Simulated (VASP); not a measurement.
# Lu7Pd8Pb4 (a cell with a defect) in VASP: single point with PBEsol

Aim: the single point of Lu7Pd8Pb4 (a cell with a defect) with PBEsol.

Everything below comes from runs of VASP 6.6.1. Logs are shortened: lines on timing, memory, paths and dates and some standing lists are left out, and cuts for length are marked.

### 1 The cell of the first run

The cell holds a defect, 19 atoms: a = 7.597 Å, b = 7.597 Å, c = 7.031 Å, α = 90.00°, β = 90.00°, γ = 90.00°.

### 2 Single point, PBEsol

The input, INCAR:

```
PREC = Accurate
ENCUT = 520
EDIFF = 1E-6
ISMEAR = 0
SIGMA = 0.1
LREAL = Auto
LASPH = True
NELM = 60
ALGO = Normal
ISIF = 2
LWAVE = False
LCHARG = False
GGA = PS
NBANDS = 170
```

The input, KPOINTS:

```
regular mesh
0
Gamma
  2 2 2
```

The input, POSCAR:

```
Lu7Pd8Pb4
1.0
    7.5970045000      0.0000000000      0.0000000000
    0.0000000000      7.5970045000      0.0000000000
    0.0000000000      0.0000000000      7.0309570600
Pd Lu Pb
8 7 4
Direct
    0.3392355500      0.9059412825      0.0457701558
    0.1411316789      0.4206422413     -0.0415203787
    0.6376457984      0.1038980561      0.0290114131
    0.8488092906      0.6305424724     -0.0428581767
    0.3392364714      0.9059389132      0.4567881688
    0.1411310208      0.4206428994      0.5440787033
    0.6376443505      0.1038977929      0.4735469114
    0.8488104752      0.6305472111      0.5454183502
    0.1527771900      0.6620905648      0.2512787356
    0.2977734185      0.2090398920      0.2512812957
    0.8512398538      0.3424494483      0.2512790200
    0.6569068111      0.7923403231      0.2512787356
    0.3255709537      0.1668095629      0.7512778068
    0.8286279151      0.3032854594      0.7512789447
    0.5390891897      0.7828590861      0.7512806514
   -0.0172310020     -0.0292594272     -0.0306349474
    0.5148412114      0.4617155354      0.0064580113
   -0.0172302123     -0.0292513977      0.5331807559
    0.5148421328      0.4617160619      0.4961023045
```

Potentials or basis: VASP PAW PBE potentials, release 64 (Pd, Lu, Pb_d).

On the command line:

```console
cat potpaw_PBE.64/Pd/POTCAR potpaw_PBE.64/Lu/POTCAR potpaw_PBE.64/Pb_d/POTCAR > POTCAR
mpirun -np 1 vasp_std > vasp.out
```

OUTCAR:

```text
PREC = Accurate
   ENCUT = 520
   EDIFF = 1E-6
   ISMEAR = 0
   LREAL = Auto
   LASPH = True
   NELM = 60
   ISIF = 2
   GGA = PS

 ion  position               nearest neighbor table
   1  0.339  0.906  0.046-   3 2.72  15 2.73  10 2.74   9 2.74  16 2.80  13 2.87   5 2.89  12 2.94
                            17 3.64
   2  0.141  0.421  0.958-   4 2.73   9 2.76  13 2.79  10 2.87  17 2.88   6 2.91  14 2.92  11 3.07
                            16 3.62
   3  0.638  0.104  0.029-   1 2.72  12 2.84  16 2.84  14 2.87  17 2.88  11 2.89  13 3.11  10 3.12
                             7 3.13  15 3.21
   4  0.849  0.631  0.957-   2 2.73  16 2.78  12 2.81  17 2.86  14 2.88   8 2.89  15 3.00  11 3.01
                             9 3.11
   5  0.339  0.906  0.457-   7 2.72  15 2.73  10 2.74   9 2.74  18 2.80  13 2.87   1 2.89  12 2.94
                            19 3.64
   6  0.141  0.421  0.544-   8 2.73   9 2.76  13 2.79  10 2.87  19 2.88   2 2.91  14 2.92  11 3.07
                            18 3.62
   7  0.638  0.104  0.474-   5 2.72  12 2.84  18 2.84  14 2.87  19 2.88  11 2.89  13 3.11  10 3.12
                             3 3.13  15 3.21
   8  0.849  0.631  0.545-   6 2.73  18 2.78  12 2.81  19 2.86  14 2.88   4 2.89  15 3.00  11 3.01
                             9 3.11
   9  0.153  0.662  0.251-   5 2.74   1 2.74   2 2.76   6 2.76   4 3.11   8 3.11  18 3.33  16 3.33
                            11 3.34  17 3.58  19 3.58  10 3.61
  10  0.298  0.209  0.251-   1 2.74   5 2.74   6 2.87   2 2.87  19 3.06  17 3.06   7 3.12   3 3.12
                            13 3.54  13 3.54  11 3.54  18 3.60  16 3.60   9 3.61
  11  0.851  0.342  0.251-   3 2.89   7 2.89   4 3.01   8 3.01   6 3.07   2 3.07  17 3.21  19 3.21
                             9 3.34  14 3.53  14 3.53  10 3.54  18 3.59  16 3.59  12 3.72
  12  0.657  0.792  0.251-   4 2.81   8 2.81   3 2.84   7 2.84   5 2.94   1 2.94  17 3.23  19 3.23
                            18 3.45  16 3.45  15 3.63  15 3.63  11 3.72
  13  0.326  0.167  0.751-   6 2.79   2 2.79   5 2.87   1 2.87   7 3.11   3 3.11  19 3.21  17 3.21
                            15 3.34  18 3.37  16 3.37  10 3.54  10 3.54
  14  0.829  0.303  0.751-   3 2.87   7 2.87   4 2.88   8 2.88   6 2.92   2 2.92  18 3.18  16 3.18
                            19 3.22  17 3.22  11 3.53  11 3.53
  15  0.539  0.783  0.751-   1 2.73   5 2.73   8 3.00   4 3.00  17 3.03  19 3.03   3 3.21   7 3.21
                            13 3.34  12 3.63  12 3.63  16 3.97  18 3.97
  16  0.983  0.971  0.969-   4 2.78   1 2.80   3 2.84  18 3.07  14 3.18   9 3.33  13 3.37  12 3.45
                            11 3.59  10 3.60   2 3.62  18 3.96  15 3.97
  17  0.515  0.462  0.006-   4 2.86   2 2.88   3 2.88  15 3.03  10 3.06  13 3.21  11 3.21  14 3.22
                            12 3.23  19 3.44   9 3.58  19 3.59   1 3.64
  18  0.983  0.971  0.533-   8 2.78   5 2.80   7 2.84  16 3.07  14 3.18   9 3.33  13 3.37  12 3.45
                            11 3.59  10 3.60   6 3.62  16 3.96  15 3.97
  19  0.515  0.462  0.496-   8 2.86   6 2.88   7 2.88  15 3.03  10 3.06  13 3.21  11 3.21  14 3.22
                            12 3.23  17 3.44   9 3.58  17 3.59   5 3.64

  LATTYP: Found a simple tetragonal cell.
 ALAT       =     7.5970045000
 C/A-ratio  =     0.9254907062

  Lattice vectors:

 A1 = (   7.5970045000,   0.0000000000,   0.0000000000)
 A2 = (   0.0000000000,   7.5970045000,   0.0000000000)
 A3 = (   0.0000000000,   0.0000000000,   7.0309570600)

Analysis of symmetry for initial positions (statically):
=====================================================================
 Subroutine PRICEL returns:
 Original cell was already a primitive cell.

 Routine SETGRP: Setting up the symmetry group for a
 simple tetragonal supercell.

 Subroutine GETGRP returns: Found  1 space group operations
 (whereof  1 operations were pure point group operations)
 out of a pool of 16 trial point group operations.

The static configuration has the point symmetry C_1 .

Analysis of symmetry for dynamics (positions and initial velocities):
=====================================================================
 Subroutine PRICEL returns:
 Original cell was already a primitive cell.

 Routine SETGRP: Setting up the symmetry group for a
 simple tetragonal supercell.

 Subroutine GETGRP returns: Found  1 space group operations
 (whereof  1 operations were pure point group operations)
 out of a pool of 16 trial point group operations.

The dynamic configuration has the point symmetry C_1 .

 Subroutine INISYM returns: Found  1 space group operations
 (whereof  1 operations are pure point group operations),
 and found     1 'primitive' translations

----------------------------------------------------------------------------------------

                                     Primitive cell

  volume of cell :     405.7880

  direct lattice vectors                    reciprocal lattice vectors
[... 65 lines left out ...]
  Length of vectors
     0.065815414  0.065815414  0.071114074

  Shift w.r.t. Gamma in fractional coordinates (k-lattice)
     0.000000000  0.000000000  0.000000000

 Subroutine IBZKPT returns following result:
 ===========================================

 Found      8 irreducible k-points:

 Following reciprocal coordinates:
            Coordinates               Weight
  0.000000  0.000000  0.000000      1.000000
  0.500000  0.000000  0.000000      1.000000
  0.000000  0.500000  0.000000      1.000000
  0.500000  0.500000  0.000000      1.000000
  0.000000  0.000000  0.500000      1.000000
  0.500000  0.000000  0.500000      1.000000
  0.000000  0.500000  0.500000      1.000000
  0.500000  0.500000  0.500000      1.000000
   k-points           NKPTS =      8   k-points in BZ     NKDIM =      8   number of bands    NBANDS=    170
   number of dos      NEDOS =    301   number of ions     NIONS =     19
   total plane-waves  NPLWV = 194400
   dimension x,y,z NGX =    60 NGY =   60 NGZ =   54
   dimension x,y,z NGXF=   120 NGYF=  120 NGZF=  108
   ions per type =               8   7   4
   NGX,Y,Z   is equivalent  to a cutoff of  13.13, 13.13, 12.77 a.u.
   NGXF,Y,Z  is equivalent  to a cutoff of  26.26, 26.26, 25.54 a.u.
 SYSTEM =  unknown system
   PREC   = accura    normal or accurate (medium, high low for compatibility)
   ISTART =      0    job   : 0-new  1-cont  2-samecut
   ICHARG =      2    charge: 1-file 2-atom 10-const
   ISPIN  =      1    spin polarized calculation?
   LNONCOLLINEAR =      F non collinear calculations
   LSORBIT =      F    spin-orbit coupling
   LASPH  =      T    aspherical Exc in radial PAW
   ENCUT  =  520.0 eV  38.22 Ry    6.18 a.u.  14.13 14.13 13.07*2*pi/ulx,y,z
   NELM   =     60;   NELMIN=  2; NELMDL= -5     # of ELM steps
   EDIFF  = 0.1E-05   stopping-criterion for ELM
   LREAL  =      T    real-space projection
   EDIFFG = 0.1E-04   stopping-criterion for IOM
   NSW    =      0    number of steps for IOM
   IBRION =     -1    ionic relax: 0-MD 1-quasi-New 2-CG
   NFREE  =      0    steps in history (QN), initial steepest desc. (CG)
   ISIF   =      2    stress and relaxation
   ISYM   =      2    0-nonsym 1-usesym 2-fastsym
   POTIM  = 0.5000    time-step for ionic-motion
   TEBEG  =    0.0;   TEEND  =   0.0 temperature during run
   PSTRESS=    0.0 pullay stress
   NELECT =     311.0000    total number of electrons
   NUPDOWN=      -1.0000    fix difference up-down
   EMIN   =  10.00;   EMAX   =-10.00  energy-range for DOS
   EFERMI =   0.00;   METHOD = LEGACY
   ISMEAR =     0;   SIGMA  =   0.10  broadening in eV -4-tet -1-fermi 0-gaus
   EFERMI_NEDOS =   21; number of points for ismear=-14 and -15
   IALGO  =     38    algorithm
   IMIX   =      4    mixing-type and parameters
     AMIX     =   0.40;   BMIX     =  1.00
     AMIX_MAG =   1.60;   BMIX_MAG =  1.00
  volume/ion in A,a.u.               =      21.36       144.13
  Fermi-wavevector in a.u.,A,eV,Ry     =   1.498173  2.831136 30.538570  2.244522
  Thomas-Fermi vector in A             =   2.609966
   LORBIT       =      0    0 simple, 1 ext, 2 COOP (PROOUT), +10 PAW based schemes
   GGA     = PS    functional components
   LHFCALC =     F    Hartree Fock is set to
   AEXX    =    0.0000 exact exchange contribution
   IVDW    =     0    specifies the selected vdW correction
   LEPSILON=     F    determine dielectric tensor
   LRPA    =     F    only Hartree local field effects (RPA)
 non-spin polarized calculation
 Gauss-broadening in eV      SIGMA  =   0.10
  energy-cutoff  :      520.00
  volume of cell :      405.79
 maximum number of plane-waves:     10960
 NGX is ok and might be reduce to    60
   NGX = 29   NGY = 29   NGZ = 27

 number of electron     311.0000012 magnetization

 Free energy of the ion-electron system (eV)
  ---------------------------------------------------
  ext. energy  EPLUGINS =         0.00000000
  ---------------------------------------------------
  free energy    TOTEN  =      -109.71319099 eV

  energy without entropy =     -109.66146066  energy(sigma->0) =     -109.68732583

 E-fermi :   6.2097     XC(G=0): -11.7855

 val. band max:        6.2024265336   @ k =   0.0000   0.5000   0.0000
 cond. band min:       6.2535573022   @ k =   0.5000   0.0000   0.5000
 fundamental gap:      0.0511307686
 Fermi energy:         6.2097475181

 k-point     1 :       0.0000    0.0000    0.0000
  band No.  band energies     occupation
      1     -50.0427      2.00000
      2     -50.0097      2.00000
      3     -49.9373      2.00000
      4     -49.8778      2.00000
      5     -49.8630      2.00000
      6     -49.7638      2.00000
[... 1349 lines left out ...]
    166       7.9879      0.00000
    167       8.1263      0.00000
 [bands above 167 left out]

------------------------ aborting loop because EDIFF is reached ----------------------------------------

  FORCE on cell =-STRESS in cart. coord.  units (eV):
  Direction    XX          YY          ZZ          XY          YZ          ZX
  --------------------------------------------------------------------------------------
  -------------------------------------------------------------------------------------
  Total       -3.2156282      3.4151444      6.4073169      1.3717834      0.0008055      0.0006227
  in kB      -12.6963007     13.4840525     25.2980806      5.4162275      0.0031805      0.0024587
  external PRESSURE =       8.6952775 kB  Pullay stress =       0.0000000 kB

 VOLUME and BASIS-vectors are now :
 -----------------------------------------------------------------------------
  energy-cutoff  :      520.00
  volume of cell :      405.79
      direct lattice vectors                 reciprocal lattice vectors
     7.597004500  0.000000000  0.000000000     0.131630829  0.000000000  0.000000000
     0.000000000  7.597004500  0.000000000     0.000000000  0.131630829  0.000000000
     0.000000000  0.000000000  7.030957060     0.000000000  0.000000000  0.142228148

 POSITION                                       TOTAL-FORCE (eV/Angst)
 -----------------------------------------------------------------------------------
      2.57717      6.88244      0.32181        -0.038205     -0.112248     -0.063906
      1.07218      3.19562      6.73903        -0.093707     -0.075783      0.018817
      4.84420      0.78931      0.20398        -0.088762     -0.007215     -0.029858
      6.44841      4.79023      6.72962         0.008957     -0.023882     -0.007710
      2.57718      6.88242      3.21166        -0.037610     -0.111437      0.065591
      1.07217      3.19563      3.82539        -0.091921     -0.075746     -0.018240
[... 11 lines left out ...]
      7.46611      7.37478      3.74877        -0.049779      0.006164     -0.017965
      3.91126      3.50766      3.48807        -0.117321      0.081163      0.054830
 -----------------------------------------------------------------------------------
    total drift:                                0.013257      0.007463      0.003342

  FREE ENERGIE OF THE ION-ELECTRON SYSTEM (eV)
  ---------------------------------------------------
  free  energy   TOTEN  =      -109.7131909901 eV

  energy  without entropy=     -109.6614606600  energy(sigma->0) =     -109.68732583
```

It took 18 min on 1 thread of Intel Xeon Platinum 8488C (Sapphire Rapids), shared host; peak memory 0.68 GiB.

What came out:

- Free energy: -109.7132 eV
- Pressure: 0.9 GPa
- Largest force: 1.100 eV/Å
- Band gap on the k mesh: zero (an odd number of electrons rules out a gap without spin polarisation)

Forces in eV/Å, atoms in the order of the input:
```
Pd  -0.038 -0.112 -0.064
Pd  -0.094 -0.076  0.019
Pd  -0.089 -0.007 -0.030
Pd   0.009 -0.024 -0.008
Pd  -0.038 -0.111  0.066
Pd  -0.092 -0.076 -0.018
Pd  -0.089 -0.007  0.029
Pd   0.011 -0.023  0.010
Lu  -0.066 -0.038  0.000
Lu   0.047 -0.075  0.001
Lu  -0.053 -0.026  0.000
Lu  -0.036  0.014  0.001
Lu  -0.068 -0.031  0.001
Lu  -0.088 -0.022  0.000
Lu   1.010  0.436  0.001
Pb  -0.050  0.007  0.013
Pb  -0.111  0.083 -0.057
Pb  -0.050  0.006 -0.018
Pb  -0.117  0.081  0.055
```

Stress tensor (GPa, compression positive):
```
-1.27  0.54  0.00
 0.54  1.35  0.00
 0.00  0.00  2.53
```

Levels at points of the mesh, in eV from the Fermi level:
```csv
k point,band 153,band 154,band 155,band 156,band 157,band 158,band 159,band 160
"(0.00, 0.00, 0.00)",-0.53,-0.50,-0.30,-0.03,0.25,0.34,0.46,0.70
"(0.50, 0.00, 0.00)",-0.47,-0.40,-0.27,-0.13,0.25,0.47,0.56,0.83
"(0.00, 0.50, 0.00)",-0.54,-0.33,-0.07,-0.01,0.42,0.55,0.59,0.71
"(0.50, 0.50, 0.00)",-0.61,-0.55,-0.19,0.20,0.24,0.40,0.55,0.55
"(0.00, 0.00, 0.50)",-0.60,-0.31,-0.21,-0.07,0.31,0.41,0.89,1.37
"(0.50, 0.00, 0.50)",-0.39,-0.21,0.04,0.07,0.41,0.82,0.90,0.93
"(0.00, 0.50, 0.50)",-0.39,-0.18,-0.16,-0.06,0.29,0.67,0.75,0.92
"(0.50, 0.50, 0.50)",-0.28,-0.25,-0.09,-0.08,0.07,0.39,0.46,0.48
```

Caveat: the k points lie up to 0.45 Å⁻¹ apart, too coarse for converged energies and pressures of a metal; the PAW data sets were made with another functional, which shifts forces and pressure a little; spin-orbit coupling is left out, which moves the levels of the heavy elements.

The gap in the log of VASP goes by the Fermi energy; the results here count the filled bands.